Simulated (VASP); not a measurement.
A run of VASP 6.6.1 is set up as follows.

File INCAR:

```
SYSTEM = ReP2
  PREC = Accurate
  ENCUT = 600
  EDIFF = 1E-6
  ISMEAR = 0
  SIGMA = 0.1
  LREAL = .False.
  LASPH = .True.
  NELM = 100
  ALGO = Normal
  ISIF = 3
  LWAVE = .False.
  LCHARG = .False.
  GGA = PE
  IBRION = 2
  NSW = 90
  EDIFFG = -0.04
```

Contents of KPOINTS:

```
Automatic mesh
0
Gamma
  6 6 4
  0 0 0
```

POSCAR

```
ReP2
1.0
    2.9723298100      0.0000000000      0.0000000000
    0.0000000000      2.9723298100      0.0000000000
    0.0000000000      0.0000000000      5.6629441700
Re P
1 2
Direct
    0.0000000000      0.0000000000      0.0000000000
    0.5000000000      0.5000000000      0.7286017500
    0.5000000000      0.5000000000      0.2713982500
```

Potentials or basis: VASP PAW PBE potentials, release 64 (Re, P).

Command:

```console
$ cat potpaw_PBE.64/Re/POTCAR potpaw_PBE.64/P/POTCAR > POTCAR
$ mpirun -np 1 vasp_std > vasp.out
```

Question: What does it give for the band gap on the k mesh?

Answer: Zero (an odd number of electrons rules out a gap without spin polarisation).

Question: Predict the space group after relaxing (to 0.1 Å).

Answer: P4/mmm (No. 123).

Final structure:
```yaml
crystal:
  lattice:
    - [2.98010, 0.00000, 0.00000]
    - [0.00000, 2.98010, 0.00000]
    - [0.00000, 0.00000, 5.48435]
  atoms:
    - { symbol: Re, position: [0.00000, 0.00000, 0.00000] }
    - { symbol: P, position: [0.50000, 0.50000, 0.74645] }
    - { symbol: P, position: [0.50000, 0.50000, 0.25355] }
```

Caveat: spin-orbit coupling is left out, which moves the levels of the heavy elements.
